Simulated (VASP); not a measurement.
# KF: relaxation of cell and atoms with PBEsol

KF:

```
K F
1.0
     4.54619    0.00000    0.00000
    -2.27310    3.93712    0.00000
     0.00000    0.00000    5.37599
K F
2 2
Direct
  0.33333 0.66667 0.25000
  0.66667 0.33333 0.75000
  0.66667 0.33333 0.25000
  0.33333 0.66667 0.75000
```

```json
{"Program": "VASP 6.6.1", "Task": "relaxation of cell and atoms", "Functional": "PBEsol", "Potentials or basis": "VASP PAW PBE potentials, release 64 (K_sv, F)", "Cutoff": "600 eV", "k mesh": "6 × 6 × 4", "Occupations": "fermi-dirac, width 0.02 eV", "Spin": "no spin polarisation", "Dipole correction": "no", "Further INCAR settings": "ALGO = Normal; EDIFF = 1e-07; IBRION = 2; EDIFFG = -0.005; NSW = 80; ISIF = 3"}
```

| Item | Value |
| --- | --- |
| Relaxed volume | 22.73 Å³/atom |
| Relaxed cell | a = 4.467 Å, b = 4.467 Å, c = 5.260 Å, α = 90.00°, β = 90.00°, γ = 120.00° |
| Space group after relaxing (to 0.05 Å) | P6_3/mmc (No. 194) |
| Energy gained by relaxing | 5.8 meV/atom |
| Ionic steps | 5 |
| Pressure after relaxing | 0.0 GPa |
| Band gap on the k mesh | 5.44 eV, direct |

The path:
| step | energy change (eV) | largest force (eV/Å) | pressure (GPa) | volume (Å³) |
| --- | --- | --- | --- | --- |
| 1 | 0.0000 | 0.0000 | -1.31 | 96.22 |
| 2 | -0.0174 | 0.0000 | -0.70 | 93.51 |
| 3 | -0.0232 | 0.0000 | -0.05 | 91.08 |
| 4 | -0.0232 | 0.0000 | 0.00 | 90.93 |
| 5 | -0.0232 | 0.0000 | 0.00 | 90.92 |

Final structure:
```yaml
crystal:
  lattice:
    - [4.46733, 0.00000, 0.00000]
    - [-2.23367, 3.86882, 0.00000]
    - [0.00000, 0.00000, 5.26050]
  atoms:
    - { symbol: K, position: [0.33333, 0.66667, 0.25000] }
    - { symbol: K, position: [0.66667, 0.33333, 0.75000] }
    - { symbol: F, position: [0.66667, 0.33333, 0.25000] }
    - { symbol: F, position: [0.33333, 0.66667, 0.75000] }
```

Levels at points of the mesh, in eV from the valence-band top:
```csv
k point,band 14,band 15,band 16,band 17,band 18,band 19
"(0.00, 0.00, 0.00)",-0.31,-0.15,0.00,5.44,9.98,10.47
"(0.50, 0.00, 0.00)",-0.13,-0.11,-0.09,7.45,8.89,9.14
"(0.00, 0.00, 0.50)",-0.35,-0.35,-0.35,7.09,7.09,10.97
"(0.50, 0.00, 0.50)",-0.32,-0.18,-0.18,8.13,8.13,10.75
```

It took 92 s on 1 thread of AMD EPYC 9R45 96-Core Processor (Zen 5) (shared host), peak memory 0.23 GiB.

Caveat: the PAW data sets were made with another functional, which shifts forces and pressure a little. A k mesh can miss the band edges.
